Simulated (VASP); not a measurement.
# Si16N in VASP: single point with PBE+D3(BJ)

Aim: the single point of Si16N with PBE+D3(BJ).

Program: VASP 6.6.1. These are calculated values, not measurements. Logs are shortened: lines on timing, memory, paths and dates and some standing lists are left out, and cuts for length are marked.

## (1) The cell of the first run

The cell holds a slab with vacuum, 34 atoms: a = 7.631 Å, b = 7.631 Å, c = 28.987 Å, α = 90.00°, β = 90.00°, γ = 120.00°.

## (2) Single point, PBE+D3(BJ)

INCAR

```
SYSTEM = Si16N
  PREC = Accurate
  ENCUT = 520
  EDIFF = 1E-6
  ISMEAR = 0
  SIGMA = 0.05
  LREAL = Auto
  LASPH = .True.
  NELM = 80
  ALGO = Fast
  ISIF = 2
  LWAVE = .False.
  LCHARG = .False.
  LDIPOL = .True.
  IDIPOL = 3
  DIPOL = 0.5 0.5 0.332
  GGA = PE
  IVDW = 12
  NBANDS = 92
```

KPOINTS

```
Automatic mesh
0
Gamma
  6 6 1
  0 0 0
```

POSCAR

```
Si16N
1.0
    7.6310340353      0.0000000000      0.0000000000
   -3.8155170176      6.6086693317      0.0000000000
    0.0000000000      0.0000000000     28.9874814887
Si N
32 2
Direct
    0.3333333333      0.1666666667      0.1379906013
    0.3333333333      0.6666666667      0.1379906013
    0.8333333333      0.1666666667      0.1379906013
    0.8333333333      0.6666666667      0.1379906013
    0.1666666667      0.3333333333      0.1654736886
    0.1666666667      0.8333333333      0.1654736886
    0.6666666667      0.3333333333      0.1654736886
    0.6666666667      0.8333333333      0.1654736886
    0.1666666667      0.3333333333      0.2468813265
    0.1666666667      0.8333333333      0.2468813265
    0.6666666667      0.3333333333      0.2468813265
    0.6666666667      0.8333333333      0.2468813265
    0.3333333333      0.1666666667      0.2743644139
    0.3333333333      0.6666666667      0.2743644139
    0.8333333333      0.1666666667      0.2743644139
    0.8333333333      0.6666666667      0.2743644139
    0.3333333333      0.1666666667      0.3556303192
    0.3333333333      0.6666666667      0.3556303192
    0.8333333333      0.1666666667      0.3556303192
    0.8333333333      0.6666666667      0.3556303192
    0.1666666667      0.3333333333      0.3827070110
    0.1666666667      0.8333333333      0.3827070110
    0.6666666667      0.3333333333      0.3827070110
    0.6666666667      0.8333333333      0.3827070110
    0.1666666667      0.3333333333      0.4657581719
    0.1666666667      0.8333333333      0.4657581719
    0.6666666667      0.3333333333      0.4657581719
    0.6666666667      0.8333333333      0.4657581719
    0.3333333333      0.1666666667      0.4894347753
    0.3333333333      0.6666666667      0.4894347753
    0.8333333333      0.1666666667      0.4894347753
    0.8333333333      0.6666666667      0.4894347753
    0.3333333333      0.4166666667      0.5963774913
    0.3333333333      0.4166666667      0.6343249066
```

Potentials or basis: VASP PAW PBE potentials, release 64 (Si, N).

Launch:

```sh
> cat potpaw_PBE.64/Si/POTCAR potpaw_PBE.64/N/POTCAR > POTCAR
> mpirun -np 1 vasp_std > vasp.out
```

OUTCAR:

```text
SYSTEM = Si16N
   PREC = Accurate
   ENCUT = 520
   EDIFF = 1E-6
   ISMEAR = 0
   LREAL = Auto
   LASPH = .True.
   NELM = 80
   ISIF = 2
   GGA = PE
   IVDW = 12
 IVDW          = 12

 ion  position               nearest neighbor table
   1  0.333  0.167  0.138-   5 2.34   6 2.34   7 2.34
   2  0.333  0.667  0.138-   6 2.34   5 2.34   8 2.34
   3  0.833  0.167  0.138-   7 2.34   8 2.34   5 2.34
   4  0.833  0.667  0.138-   8 2.34   7 2.34   6 2.34
   5  0.167  0.333  0.165-   1 2.34   2 2.34   3 2.34   9 2.36
   6  0.167  0.833  0.165-   2 2.34   1 2.34   4 2.34  10 2.36
   7  0.667  0.333  0.165-   3 2.34   4 2.34   1 2.34  11 2.36
   8  0.667  0.833  0.165-   4 2.34   3 2.34   2 2.34  12 2.36
   9  0.167  0.333  0.247-  13 2.34  14 2.34  15 2.34   5 2.36
  10  0.167  0.833  0.247-  14 2.34  13 2.34  16 2.34   6 2.36
[... 16 lines left out ...]
  27  0.667  0.333  0.466-  31 2.31  32 2.31  29 2.31  23 2.41
  28  0.667  0.833  0.466-  32 2.31  31 2.31  30 2.31  24 2.41
  29  0.333  0.167  0.489-  25 2.31  26 2.31  27 2.31
  30  0.333  0.667  0.489-  26 2.31  25 2.31  28 2.31
  31  0.833  0.167  0.489-  27 2.31  28 2.31  25 2.31
  32  0.833  0.667  0.489-  28 2.31  27 2.31  26 2.31
  33  0.333  0.417  0.596-  34 1.10
  34  0.333  0.417  0.634-  33 1.10

  LATTYP: Found a hexagonal cell.
 ALAT       =     7.6310340353
 C/A-ratio  =     3.7986308742

  Lattice vectors:

 A1 = (   7.6310340353,   0.0000000000,   0.0000000000)
 A2 = (  -3.8155170176,   6.6086693317,   0.0000000000)
 A3 = (   0.0000000000,   0.0000000000,  28.9874814887)

Analysis of symmetry for initial positions (statically):
=====================================================================
 Subroutine PRICEL returns:
 Original cell was already a primitive cell.

 Routine SETGRP: Setting up the symmetry group for a
 hexagonal supercell.

 Subroutine GETGRP returns: Found  2 space group operations
 (whereof  1 operations were pure point group operations)
 out of a pool of 24 trial point group operations.

The static configuration has the point symmetry C_1 .
 The point group associated with its full space group is C_1h.

Analysis of symmetry for dynamics (positions and initial velocities):
=====================================================================
 Subroutine PRICEL returns:
 Original cell was already a primitive cell.

 Routine SETGRP: Setting up the symmetry group for a
 hexagonal supercell.

 Subroutine GETGRP returns: Found  2 space group operations
 (whereof  1 operations were pure point group operations)
 out of a pool of 24 trial point group operations.

The dynamic configuration has the point symmetry C_1 .
 The point group associated with its full space group is C_1h.

 Subroutine INISYM returns: Found  2 space group operations
 (whereof  1 operations are pure point group operations),
 and found     1 'primitive' translations

----------------------------------------------------------------------------------------

                                     Primitive cell

  volume of cell :    1461.8671

  direct lattice vectors                    reciprocal lattice vectors
     7.631034035  0.000000000  0.000000000     0.131043840  0.075658196  0.000000000
    -3.815517018  6.608669332  0.000000000     0.000000000  0.151316392  0.000000000
     0.000000000  0.000000000 28.987481489     0.000000000  0.000000000  0.034497650

  length of vectors
     7.631034035  7.631034035 28.987481489     0.151316392  0.151316392  0.034497650

  position of ions in fractional coordinates (direct lattice)
     0.333333333  0.166666667  0.137990601
     0.333333333  0.666666667  0.137990601
     0.833333333  0.166666667  0.137990601
     0.833333333  0.666666667  0.137990601
     0.166666667  0.333333333  0.165473689
     0.166666667  0.833333333  0.165473689
[... 26 lines left out ...]
     0.333333333  0.416666667  0.596377491
     0.333333333  0.416666667  0.634324907

  ion indices of the primitive-cell ions
   primitive index   ion index
                 1           1
                 2           2
                 3           3
                 4           4
                 5           5
                 6           6
[... 26 lines left out ...]
                33          33
                34          34

----------------------------------------------------------------------------------------

 KPOINTS: Automatic mesh

Automatic generation of k-mesh.
 Grid dimensions read from file:
 generate k-points for:    6    6    1

 Generating k-lattice:

  Cartesian coordinates                     Fractional coordinates (reciprocal lattice)
     0.021840640  0.012609699  0.000000000     0.166666667  0.000000000  0.000000000
     0.000000000  0.025219399  0.000000000     0.000000000  0.166666667  0.000000000
     0.000000000  0.000000000  0.034497650     0.000000000  0.000000000  1.000000000

  Length of vectors
     0.025219399  0.025219399  0.034497650

  Shift w.r.t. Gamma in fractional coordinates (k-lattice)
     0.000000000  0.000000000  0.000000000

 Subroutine IBZKPT returns following result:
 ===========================================

 Found     13 irreducible k-points:

 Following reciprocal coordinates:
            Coordinates               Weight
  0.000000  0.000000  0.000000      1.000000
  0.166667  0.000000  0.000000      2.000000
  0.000000  0.166667  0.000000      4.000000
  0.333333  0.000000  0.000000      2.000000
  0.000000  0.333333  0.000000      4.000000
  0.500000 -0.000000  0.000000      1.000000
  0.000000  0.500000  0.000000      2.000000
  0.166667  0.166667  0.000000      4.000000
 -0.166667  0.333333  0.000000      2.000000
  0.333333  0.166667  0.000000      4.000000
 -0.166667  0.500000  0.000000      4.000000
  0.500000  0.333333  0.000000      4.000000
  0.333333  0.333333  0.000000      2.000000
   k-points           NKPTS =     13   k-points in BZ     NKDIM =     13   number of bands    NBANDS=     92
   number of dos      NEDOS =    301   number of ions     NIONS =     34
   total plane-waves  NPLWV = 777600
   dimension x,y,z NGX =    60 NGY =   60 NGZ =  216
   dimension x,y,z NGXF=   120 NGYF=  120 NGZF=  432
   ions per type =              32   2
   NGX,Y,Z   is equivalent  to a cutoff of  13.07, 13.07, 12.39 a.u.
   NGXF,Y,Z  is equivalent  to a cutoff of  26.14, 26.14, 24.78 a.u.
 SYSTEM =  Si16N
   PREC   = accura    normal or accurate (medium, high low for compatibility)
   ISTART =      0    job   : 0-new  1-cont  2-samecut
   ICHARG =      2    charge: 1-file 2-atom 10-const
   ISPIN  =      1    spin polarized calculation?
   LNONCOLLINEAR =      F non collinear calculations
   LSORBIT =      F    spin-orbit coupling
   LASPH  =      T    aspherical Exc in radial PAW
   ENCUT  =  520.0 eV  38.22 Ry    6.18 a.u.  14.19 14.19 53.90*2*pi/ulx,y,z
   NELM   =     80;   NELMIN=  2; NELMDL= -5     # of ELM steps
   EDIFF  = 0.1E-05   stopping-criterion for ELM
   LREAL  =      T    real-space projection
   EDIFFG = 0.1E-04   stopping-criterion for IOM
   NSW    =      0    number of steps for IOM
   IBRION =     -1    ionic relax: 0-MD 1-quasi-New 2-CG
   NFREE  =      0    steps in history (QN), initial steepest desc. (CG)
   ISIF   =      2    stress and relaxation
   ISYM   =      2    0-nonsym 1-usesym 2-fastsym
   POTIM  = 0.5000    time-step for ionic-motion
   TEBEG  =    0.0;   TEEND  =   0.0 temperature during run
   PSTRESS=    0.0 pullay stress
   NELECT =     138.0000    total number of electrons
   NUPDOWN=      -1.0000    fix difference up-down
   EMIN   =  10.00;   EMAX   =-10.00  energy-range for DOS
   EFERMI =   0.00;   METHOD = LEGACY
   ISMEAR =     0;   SIGMA  =   0.05  broadening in eV -4-tet -1-fermi 0-gaus
   EFERMI_NEDOS =   21; number of points for ismear=-14 and -15
   IALGO  =     68    algorithm
   IMIX   =      4    mixing-type and parameters
     AMIX     =   0.40;   BMIX     =  1.00
     AMIX_MAG =   1.60;   BMIX_MAG =  1.00
  volume/ion in A,a.u.               =      43.00       290.15
  Fermi-wavevector in a.u.,A,eV,Ry     =   0.745416  1.408632  7.560004  0.555645
  Thomas-Fermi vector in A             =   1.840997
   LORBIT       =      0    0 simple, 1 ext, 2 COOP (PROOUT), +10 PAW based schemes
   GGA     = PE    functional components
   LHFCALC =     F    Hartree Fock is set to
   AEXX    =    0.0000 exact exchange contribution
   IVDW    =    12    specifies the selected vdW correction
   LEPSILON=     F    determine dielectric tensor
   LRPA    =     F    only Hartree local field effects (RPA)
 non-spin polarized calculation
 RMM-DIIS sequential band-by-band and
 Gauss-broadening in eV      SIGMA  =   0.05
  energy-cutoff  :      520.00
  volume of cell :     1461.87
 maximum number of plane-waves:     39400
 NGX is ok and might be reduce to    60
   NGX = 29   NGY = 29   NGZ =107

 dipolmoment           0.000000      0.000000      0.040490 electrons x Angstroem

 number of electron     137.9999998 magnetization

 dipolmoment           0.000000      0.000000     -0.021809 electrons x Angstroem

 Free energy of the ion-electron system (eV)
  ---------------------------------------------------
  ext. energy  EPLUGINS =         0.00000000
  ---------------------------------------------------
  free energy    TOTEN  =      -179.39985382 eV

  energy without entropy =     -179.36743030  energy(sigma->0) =     -179.38364206

 E-fermi :  -0.0349     XC(G=0):  -4.8617

 val. band max:       -0.0360466681   @ k =   0.0000   0.5000   0.0000
 cond. band min:      -0.0323607557   @ k =   0.5000  -0.0000   0.0000
 fundamental gap:      0.0036859123
 Fermi energy:        -0.0348885710

 k-point     1 :       0.0000    0.0000    0.0000
  band No.  band energies     occupation
      1     -23.7836      2.00000
      2     -11.9119      2.00000
      3     -11.3675      2.00000
      4     -10.6370      2.00000
      5      -9.9694      2.00000
      6      -9.7139      2.00000
[... 1081 lines left out ...]
     80       2.7025      0.00000
     81       2.7494      0.00000
 [bands above 81 left out]

------------------------ aborting loop because EDIFF is reached ----------------------------------------

 vacuum level on the upper side and lower side of the slab       (xc-potential included)        -0.134        -0.053

 Edisp (eV)   -9.21038

 E8    (eV) :    -3.8960

  FORCE on cell =-STRESS in cart. coord.  units (eV):
  Direction    XX          YY          ZZ          XY          YZ          ZX
  --------------------------------------------------------------------------------------
  -------------------------------------------------------------------------------------
  Total       2.18358     2.24308     0.67437    -0.05152    -0.02085    -0.03611
  in kB       2.39317     2.45837     0.73909    -0.05647    -0.02285    -0.03957
  external pressure =        1.86 kB  Pullay stress =        0.00 kB

 VOLUME and BASIS-vectors are now :
 -----------------------------------------------------------------------------
  energy-cutoff  :      520.00
  volume of cell :     1461.87
      direct lattice vectors                 reciprocal lattice vectors
     7.631034035  0.000000000  0.000000000     0.131043840  0.075658196  0.000000000
    -3.815517018  6.608669332  0.000000000     0.000000000  0.151316392  0.000000000
     0.000000000  0.000000000 28.987481489     0.000000000  0.000000000  0.034497650

 POSITION                                       TOTAL-FORCE (eV/Angst)
 -----------------------------------------------------------------------------------
      1.90776      1.10144      4.00000        -0.004004      0.002936      0.512013
     -0.00000      4.40578      4.00000         0.000540     -0.004936      0.512013
      5.72328      1.10144      4.00000         0.005611      0.003240      0.512128
      3.81552      4.40578      4.00000        -0.001261     -0.000728      0.514840
      0.00000      2.20289      4.79667         0.006273      0.003622     -0.679479
     -1.90776      5.50722      4.79667         0.002412      0.001392     -0.675178
[... 26 lines left out ...]
      0.95388      2.75361     17.28748         0.006362      0.003673     -2.248441
      0.95388      2.75361     18.38748        -0.001124     -0.000649      2.199641
 -----------------------------------------------------------------------------------
    total drift:                               -0.000031     -0.000017      0.003608

  FREE ENERGIE OF THE ION-ELECTRON SYSTEM (eV)
  ---------------------------------------------------
  free  energy   TOTEN  =      -188.6102319107 eV

  energy  without entropy=     -188.5778083900  energy(sigma->0) =     -188.59402015

 vacuum level on the upper side and lower side of the slab         4.627         4.709
```

It took 2.5 h on 1 thread of Oxide Virtual Turin-like, shared host; peak memory 1.9 GiB.

Results:

```yaml
Free_energy: -188.6102 eV
Largest_force: 2.248 eV/Å
Band_gap_on_the_k_mesh: zero (bands 69 and 70 overlap by 0.34 eV)
Dispersion_energy_per_atom: -0.271 eV
```

Forces in eV/Å, atoms in the order of the input:
```
Si  -0.004  0.003  0.512
Si   0.001 -0.005  0.512
Si   0.006  0.003  0.512
Si  -0.001 -0.001  0.515
Si   0.006  0.004 -0.679
Si   0.002  0.001 -0.675
Si  -0.003 -0.002 -0.666
Si  -0.003 -0.001 -0.666
Si   0.005  0.003  0.231
Si  -0.001 -0.001  0.227
Si  -0.005 -0.002  0.220
Si  -0.004 -0.003  0.220
Si  -0.005  0.005 -0.050
Si   0.002 -0.006 -0.050
Si   0.009  0.005 -0.048
Si  -0.003 -0.002 -0.046
Si   0.004  0.000  0.009
Si   0.002  0.003  0.009
Si  -0.007 -0.004  0.026
Si   0.000  0.000  0.011
Si   0.032  0.018  0.061
Si  -0.002 -0.001  0.025
Si  -0.013 -0.001  0.031
Si  -0.007 -0.011  0.031
Si  -0.002 -0.001 -0.001
Si  -0.007 -0.004 -0.021
Si   0.011  0.001 -0.016
Si   0.006  0.008 -0.016
Si  -0.010 -0.016 -0.068
Si  -0.019  0.000 -0.068
Si   0.005  0.003 -0.014
Si   0.000  0.000 -0.020
N    0.006  0.004 -2.248
N   -0.001 -0.001  2.200
```

Caveat: the standard files for N, O and F lose accuracy on very short bonds.
